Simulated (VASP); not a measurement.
A run of VASP 6.6.1 is set up as follows.

INCAR

```
PREC     = Accurate       # precision mode
ENCUT    = 520            # plane-wave cutoff, eV
EDIFF    = 1E-6           # SCF threshold, eV
ISMEAR   = -1             # smearing method
SIGMA    = 0.05           # smearing width, eV
LREAL    = F              # projectors in reciprocal space
LASPH    = T              # aspherical terms in the spheres
NELM     = 60             # most SCF steps
ALGO     = Normal         # electronic algorithm
ISIF     = 2              # what is computed and relaxed
LWAVE    = F              # write WAVECAR
LCHARG   = T              # write CHGCAR
GGA      = PS             # functional
LELF     = T              # ELF
LVHAR    = T            
NBANDS   = 12             # bands
```

The input KPOINTS:

```
Automatic mesh
0
Gamma
  12 12 12
```

File POSCAR:

```
Li
1.0
    1.5194889864      0.8772773753      7.5883000000
   -1.5194889864      0.8772773753      7.5883000000
    0.0000000000     -1.7545547507      7.5883000000
Li
3
Direct
    0.0000000000      0.0000000000      0.0000000000
    0.2220000000      0.2220000000      0.2220000000
    0.7780000000      0.7780000000      0.7780000000
```

Potentials or basis: VASP PAW PBE potentials, release 64 (Li_sv).

Run with:

```console
$ cat potpaw_PBE.64/Li_sv/POTCAR > POTCAR
$ mpirun -np 1 vasp_std > vasp.out
```

Problem. Estimate the band gap on the k mesh.

Solution. Zero (an odd number of electrons rules out a gap without spin polarisation).

Problem. Predict the largest force.

Solution. 0.010 eV/Å.

Forces in eV/Å, atoms in the order of the input:
```
Li   0.000  0.000  0.000
Li   0.000  0.000  0.010
Li   0.000  0.000 -0.010
```

Caveat: the cell differs from its parent crystal (equal xx and yy strain of -2 %); the PAW data sets were made with another functional, which shifts forces and pressure a little.
